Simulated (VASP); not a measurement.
A run of VASP 6.6.1:

INCAR

```
SYSTEM = KTaO3
  PREC = Accurate
  ENCUT = 600
  EDIFF = 1E-6
  ISMEAR = 0
  SIGMA = 0.02
  LREAL = .False.
  LASPH = .True.
  NELM = 120
  ALGO = Normal
  ISIF = 2
  LWAVE = .False.
  LCHARG = .False.
  GGA = PS
  NBANDS = 27
  GGA_COMPAT = .False.
```

KPOINTS

```
Automatic mesh
0
Gamma
  8 8 8
  0 0 0
```

POSCAR

```
KTaO3
1.0
    4.1298509695      0.0000000000      0.0000000000
    0.0000000000      4.1298509695      0.0000000000
    0.0000000000      0.0000000000      3.9400831396
K Ta O
1 1 3
Direct
    0.0000000000      0.0000000000      0.0000000000
    0.5000000000      0.5000000000      0.5000000000
    0.5000000000      0.5000000000      0.0000000000
    0.5000000000      0.0000000000      0.5000000000
    0.0000000000      0.5000000000      0.5000000000
```

Potentials or basis: VASP PAW PBE potentials, release 64 (K_sv, Ta_pv, O).

Command:

```console
$ cat potpaw_PBE.64/K_sv/POTCAR potpaw_PBE.64/Ta_pv/POTCAR potpaw_PBE.64/O/POTCAR > POTCAR
$ mpirun -np 1 vasp_std > vasp.out
```

Hardware: 1 thread of Intel Xeon 8259CL, on a shared host.

Task: How long does it take, and how much memory?

Result: Wall time 3.6 min on 1 thread of Intel Xeon 8259CL, with other jobs on the host, peak memory 0.31 GiB. Counts: scf iterations 14, k points 75.
